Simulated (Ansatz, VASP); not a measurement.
One calculation of TePb, two programs

```xyz
2
Lattice="0.0000 3.2709 3.2709 3.2709 0.0000 3.2709 3.2709 3.2709 0.0000" Properties=species:S:1:pos:R:3 pbc="T T T"
Pb    0.0000    0.0000    0.0000
Te    3.2709    3.2709    3.2709
```

Alike in both runs: task relaxation of cell and atoms; functional LDA; k mesh 8 × 8 × 8; occupations gaussian, width 0.02 eV; no spin polarisation.

|  | VASP | Ansatz |
| --- | --- | --- |
| version | VASP 6.6.1 | Ansatz 0.2.0 |
| potentials or method | VASP PAW LDA potentials, release 64 (Pb_d, Te), cutoff 500 eV | scalar-relativistic, plane waves, PAW |
| valence electrons in the cell | 20 | 30 |

|  | VASP | Ansatz | Ansatz less VASP |
| --- | --- | --- | --- |
| gap on the k mesh at the Fermi level, each at its own relaxed structure (eV) | 0.56 | 0.57 | +0.013 |
| relaxed volume (Å³/atom) | 32.52 | 32.47 | -0.050 |
| relaxed length of the cell vector where the two differ most in proportion (Å) | 4.514 | 4.512 | -0.0023 |

LDA's correlation is that of Perdew and Zunger in VASP and of Perdew and Wang (1992) in Ansatz. VASP's potentials hold 20 valence electrons a cell and Ansatz's 30, so a difference there can come from the potentials and not from the codes.

Spin-orbit coupling is off throughout.
